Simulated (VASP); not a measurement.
# In2TeBr4 (I-4m2) in VASP: single point with PBE

Aim: the single point of In2TeBr4 with PBE.

Program: VASP 6.6.1. These are calculated values, not measurements. Logs are shortened: lines on timing, memory, paths and dates and some standing lists are left out, and cuts for length are marked.

## 1. The cell of the first run

The structure is tetragonal, space group I-4m2 (No. 119). The conventional cell has a = 6.511 Å, b = 6.511 Å, c = 12.006 Å, α = 90.00°, β = 90.00°, γ = 90.00°. Within 4.2 Å of In (site symmetry -4m2) lie 6 Br at 3.20 to 3.27 Å. In (site symmetry -4m2) has 6 Br at 3.25 to 3.26 Å and 4 In at 4.43 Å and 4 Te at 4.60 Å within 4.7 Å. Te (site symmetry -4m2) has 6 Br at 2.75 to 3.26 Å within 3.6 Å. Within 4.2 Å of Br (site symmetry 2mm) lie 3 In at 3.20 to 3.26 Å and 2 Te at 3.26 Å and 2 Br at 4.14 Å. Br (site symmetry 2mm) has 1 Te at 2.75 Å and 3 In at 3.25 to 3.27 Å within 3.6 Å.

The cell was generated, and may not be a known phase.

## 2. Single point, PBE

Contents of INCAR:

```
SYSTEM = In2TeBr4
PREC = Accurate
ENCUT = 500
EDIFF = 1E-6
ISMEAR = 0
SIGMA = 0.15
LREAL = .False.
LASPH = .True.
NELM = 120
ALGO = Normal
ISIF = 2
LWAVE = .False.
LCHARG = .True.
GGA = PE
LELF = .True.
LVHAR = .True.
NBANDS = 39
GGA_COMPAT = .False.
```

Contents of KPOINTS:

```
Automatic mesh
0
Gamma
  3 3 3
  0 0 0
```

Contents of POSCAR:

```
In2TeBr4
1.0
   -3.2557248962      3.2557248962      6.0030686537
    3.2557248962     -3.2557248962      6.0030686537
    3.2557248962      3.2557248962     -6.0030686537
In Te Br
2 1 4
Direct
    0.0000000000      0.0000000000      0.0000000000
    0.7500000000      0.2500000000      0.5000000000
    0.2500000000      0.7500000000      0.5000000000
    0.2664572071      0.2664572071      0.0000000000
    0.7335427929      0.7335427929      0.0000000000
    0.4793258692     -0.0206741308      0.5000000000
    1.0206741308      0.5206741308      0.5000000000
```

Potentials or basis: VASP PAW PBE potentials, release 64 (In_d, Te, Br).

Launch:

```bash
cat potpaw_PBE.64/In_d/POTCAR potpaw_PBE.64/Te/POTCAR potpaw_PBE.64/Br/POTCAR > POTCAR
mpirun -np 1 vasp_std > vasp.out
```

OUTCAR:

```text
SYSTEM = In2TeBr4
   PREC = Accurate
   ENCUT = 500
   EDIFF = 1E-6
   ISMEAR = 0
   LREAL = .False.
   LASPH = .True.
   NELM = 120
   ISIF = 2
   GGA = PE

 ion  position               nearest neighbor table
   1  0.000  0.000  0.000-   4 3.20   5 3.20   7 3.27   6 3.27   7 3.27   6 3.27
   2  0.750  0.250  0.500-   6 3.25   7 3.25   4 3.26   5 3.26   4 3.26   5 3.26
   3  0.250  0.750  0.500-   6 2.75   7 2.75
   4  0.266  0.266  0.000-   1 3.20   2 3.26   2 3.26
   5  0.734  0.734  0.000-   1 3.20   2 3.26   2 3.26
   6  0.479  0.979  0.500-   3 2.75   2 3.25   1 3.27   1 3.27
   7  0.021  0.521  0.500-   3 2.75   2 3.25   1 3.27   1 3.27

  LATTYP: Found a body centered tetragonal cell.
 ALAT       =     6.5114497924
 C/A-ratio  =     1.8438500933

  Lattice vectors:

 A1 = (  -3.2557248962,   3.2557248962,   6.0030686537)
 A2 = (   3.2557248962,  -3.2557248962,   6.0030686537)
 A3 = (   3.2557248962,   3.2557248962,  -6.0030686537)

Analysis of symmetry for initial positions (statically):
=====================================================================
 Subroutine PRICEL returns:
 Original cell was already a primitive cell.

 Routine SETGRP: Setting up the symmetry group for a
 body centered tetragonal supercell.

 Subroutine GETGRP returns: Found  8 space group operations
 (whereof  8 operations were pure point group operations)
 out of a pool of 16 trial point group operations.

The static configuration has the point symmetry D_2d.

Analysis of symmetry for dynamics (positions and initial velocities):
=====================================================================
 Subroutine PRICEL returns:
 Original cell was already a primitive cell.

 Routine SETGRP: Setting up the symmetry group for a
 body centered tetragonal supercell.

 Subroutine GETGRP returns: Found  8 space group operations
 (whereof  8 operations were pure point group operations)
 out of a pool of 16 trial point group operations.

The dynamic configuration has the point symmetry D_2d.

 Subroutine INISYM returns: Found  8 space group operations
 (whereof  8 operations are pure point group operations),
 and found     1 'primitive' translations

----------------------------------------------------------------------------------------

                                     Primitive cell

  volume of cell :     254.5240
[... 81 lines left out ...]
   LREAL  =      F    real-space projection
   EDIFFG = 0.1E-04   stopping-criterion for IOM
   NSW    =      0    number of steps for IOM
   IBRION =     -1    ionic relax: 0-MD 1-quasi-New 2-CG
   NFREE  =      0    steps in history (QN), initial steepest desc. (CG)
   ISIF   =      2    stress and relaxation
   ISYM   =      2    0-nonsym 1-usesym 2-fastsym
   POTIM  = 0.5000    time-step for ionic-motion
   TEBEG  =    0.0;   TEEND  =   0.0 temperature during run
   PSTRESS=    0.0 pullay stress
   NELECT =      60.0000    total number of electrons
   NUPDOWN=      -1.0000    fix difference up-down
   EMIN   =  10.00;   EMAX   =-10.00  energy-range for DOS
   EFERMI =   0.00;   METHOD = LEGACY
   ISMEAR =     0;   SIGMA  =   0.15  broadening in eV -4-tet -1-fermi 0-gaus
   EFERMI_NEDOS =   21; number of points for ismear=-14 and -15
   IALGO  =     38    algorithm
   IMIX   =      4    mixing-type and parameters
     AMIX     =   0.40;   BMIX     =  1.00
     AMIX_MAG =   1.60;   BMIX_MAG =  1.00
  volume/ion in A,a.u.               =      36.36       245.37
  Fermi-wavevector in a.u.,A,eV,Ry     =   1.011305  1.911090 13.915205  1.022739
  Thomas-Fermi vector in A             =   2.144347
   LORBIT       =      0    0 simple, 1 ext, 2 COOP (PROOUT), +10 PAW based schemes
   GGA     = PE    functional components
   LHFCALC =     F    Hartree Fock is set to
   AEXX    =    0.0000 exact exchange contribution
   IVDW    =     0    specifies the selected vdW correction
   LEPSILON=     F    determine dielectric tensor
   LRPA    =     F    only Hartree local field effects (RPA)
 non-spin polarized calculation
 Gauss-broadening in eV      SIGMA  =   0.15
  energy-cutoff  :      500.00
  volume of cell :      254.52
 maximum number of plane-waves:      6505
   NGX = 27   NGY = 27   NGZ = 27

 number of electron      60.0000011 magnetization

 Free energy of the ion-electron system (eV)
  ---------------------------------------------------
  ext. energy  EPLUGINS =         0.00000000
  ---------------------------------------------------
  free energy    TOTEN  =       -17.65222385 eV

  energy without entropy =      -17.57867621  energy(sigma->0) =      -17.61545003

 E-fermi :   1.8492     XC(G=0):  -7.9542

 val. band max:        1.8202897415   @ k =   0.3333   0.0000  -0.0000
 cond. band min:       1.8852912073   @ k =  -0.3333   0.3333   0.0000
 fundamental gap:      0.0650014658
 Fermi energy:         1.8492087460

 k-point     1 :       0.0000    0.0000    0.0000
  band No.  band energies     occupation
      1     -13.1462      2.00000
      2     -12.9371      2.00000
      3     -12.5727      2.00000
      4     -12.4970      2.00000
      5     -11.8987      2.00000
      6     -11.8987      2.00000
[... 241 lines left out ...]
     38       7.0180      0.00000
     39       7.0180      0.00000

------------------------ aborting loop because EDIFF is reached ----------------------------------------

  FORCE on cell =-STRESS in cart. coord.  units (eV):
  Direction    XX          YY          ZZ          XY          YZ          ZX
  --------------------------------------------------------------------------------------
  -------------------------------------------------------------------------------------
  Total        0.1331968      0.1331968      0.8643820      0.0000000      0.0000000      0.0000000
  in kB        0.8384472      0.8384472      5.4411109      0.0000000      0.0000000      0.0000000
  external PRESSURE =       2.3726684 kB  Pullay stress =       0.0000000 kB

 VOLUME and BASIS-vectors are now :
 -----------------------------------------------------------------------------
  energy-cutoff  :      500.00
  volume of cell :      254.52
      direct lattice vectors                 reciprocal lattice vectors
    -3.255724896  3.255724896  6.003068654     0.000000000  0.153575629  0.083290735
     3.255724896 -3.255724896  6.003068654     0.153575629  0.000000000  0.083290735
     3.255724896  3.255724896 -6.003068654     0.153575629  0.153575629  0.000000000

 POSITION                                       TOTAL-FORCE (eV/Angst)
 -----------------------------------------------------------------------------------
      0.00000      0.00000      0.00000         0.000000      0.000000     -0.000000
      0.00000      3.25572      3.00153         0.000000      0.000000     -0.000000
      3.25572      0.00000      3.00153         0.000000      0.000000     -0.000000
      0.00000      0.00000      3.19912        -0.000000     -0.000000     -0.050018
      0.00000      0.00000      8.80702         0.000000      0.000000      0.050018
      3.25572      0.00000      5.75485         0.000000      0.000000     -0.004330
      3.25572      0.00000      0.24822         0.000000      0.000000      0.004330
 -----------------------------------------------------------------------------------
    total drift:                                0.000000     -0.000000      0.000000

  FREE ENERGIE OF THE ION-ELECTRON SYSTEM (eV)
  ---------------------------------------------------
  free  energy   TOTEN  =       -17.6522238469 eV

  energy  without entropy=      -17.5786762103  energy(sigma->0) =      -17.61545003
```

OSZICAR:

```text
N       E                     dE             d eps       ncg     rms          rms(c)
DAV:   1     0.550167849564E+03    0.55017E+03   -0.24464E+04   468   0.142E+03
DAV:   2     0.703154157001E+02   -0.47985E+03   -0.46091E+03   491   0.345E+02
DAV:   3    -0.134134306247E+02   -0.83729E+02   -0.81724E+02   632   0.152E+02
DAV:   4    -0.180852699323E+02   -0.46718E+01   -0.46400E+01   531   0.387E+01
DAV:   5    -0.182747300618E+02   -0.18946E+00   -0.18939E+00   660   0.862E+00    0.109E+01
DAV:   6    -0.176634903779E+02    0.61124E+00   -0.11664E+00   649   0.556E+00    0.605E+00
DAV:   7    -0.176467631346E+02    0.16727E-01   -0.45311E-01   610   0.327E+00    0.389E+00
DAV:   8    -0.176502705123E+02   -0.35074E-02   -0.33065E-02   617   0.118E+00    0.209E+00
DAV:   9    -0.176514320378E+02   -0.11615E-02   -0.11065E-02   626   0.930E-01    0.537E-01
DAV:  10    -0.176520375850E+02   -0.60555E-03   -0.16676E-03   547   0.228E-01    0.198E-01
DAV:  11    -0.176521526370E+02   -0.11505E-03   -0.32477E-04   683   0.121E-01    0.841E-02
DAV:  12    -0.176522137702E+02   -0.61133E-04   -0.89422E-05   565   0.649E-02    0.197E-02
DAV:  13    -0.176522200417E+02   -0.62715E-05   -0.12365E-05   592   0.177E-02    0.185E-02
DAV:  14    -0.176522231558E+02   -0.31141E-05   -0.29054E-06   461   0.772E-03    0.726E-03
DAV:  15    -0.176522238469E+02   -0.69114E-06   -0.69082E-07   360   0.688E-03
   1 F= -.17652224E+02 E0= -.17615450E+02  d E =-.735476E-01
```

stdout:

```text
POSCAR found type information on POSCAR InTeBr
 POSCAR found :  3 types and       7 ions
 scaLAPACK will be used
 LDA part: xc-table for (Slater+PW92), standard interpolation
 POSCAR, INCAR and KPOINTS ok, starting setup
 FFT: planning ... GRIDC
 FFT: planning ... GRID_SOFT
 FFT: planning ... GRID
 WAVECAR not read
 entering main loop
```

Run time: 4.2 min. Hardware: 1 thread of Intel Xeon 8259CL, shared host; peak memory 0.44 GiB.

What came out:

```
Free energy            : -17.6522 eV
Pressure               : 0.2 GPa
Largest force          : 0.050 eV/Å
Band gap on the k mesh : zero (bands 30 and 31 overlap by 1.31 eV)
```

Forces in eV/Å, atoms in the order of the input:
```
In   0.000  0.000  0.000
In   0.000  0.000  0.000
Te   0.000  0.000  0.000
Br   0.000  0.000 -0.050
Br   0.000  0.000  0.050
Br   0.000  0.000 -0.004
Br   0.000  0.000  0.004
```

Stress tensor (GPa, compression positive):
```
0.08 0.00 0.00
0.00 0.08 0.00
0.00 0.00 0.54
```

Levels at points of the mesh, in eV from the Fermi level:
| k point | band 26 | band 27 | band 28 | band 29 | band 30 | band 31 | band 32 | band 33 | band 34 | band 35 |
| --- | --- | --- | --- | --- | --- | --- | --- | --- | --- | --- |
| (0.00, 0.00, 0.00) | -1.99 | -1.99 | -1.50 | -1.27 | 1.23 | 1.29 | 1.29 | 4.26 | 4.62 | 4.62 |

Caveat: the k points lie up to 0.37 Å⁻¹ apart, too coarse for converged energies and pressures of a metal; spin-orbit coupling is left out, which moves the levels of the heavy elements.

The gap in the log of VASP goes by the Fermi energy; the results here count the filled bands.